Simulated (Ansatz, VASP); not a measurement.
**TiAl in VASP and in Ansatz**

```
Ti Al
1.0
     3.06937    0.00000    0.00000
     0.00000    3.06937    0.00000
     0.00000    0.00000    3.43063
Ti Al
1 1
Direct
  0.00000 0.00000 0.00000
  0.50000 0.50000 0.50000
```

Alike in both runs: task single point; functional LDA; k mesh 16 × 16 × 16; occupations gaussian, width 0.15 eV; no spin polarisation.

```csv
,VASP,Ansatz
version,VASP 6.6.1,Ansatz 0.2.0
potentials or method,"VASP PAW LDA potentials, release 64 (Ti_sv, Al), cutoff 520 eV","scalar-relativistic, plane waves, PAW"
valence electrons in the cell,15,15
```

VASP gave:

- gap on the k mesh at the Fermi level (eV): none
- pressure (GPa): -6.2
- traceless stress, the component that is largest in VASP (GPa): 5.44

Task: Which values does Ansatz return?

Result: gap on the k mesh at the Fermi level (eV): none; pressure (GPa): -6.4; traceless stress, the component that is largest in VASP (GPa): 5.43.

Ansatz warns that its potentials were made for another functional, while VASP's fit it. LDA's correlation is that of Perdew and Zunger in VASP and of Perdew and Wang (1992) in Ansatz. A gap of «none» marks a metal or a gap that the smearing closes.
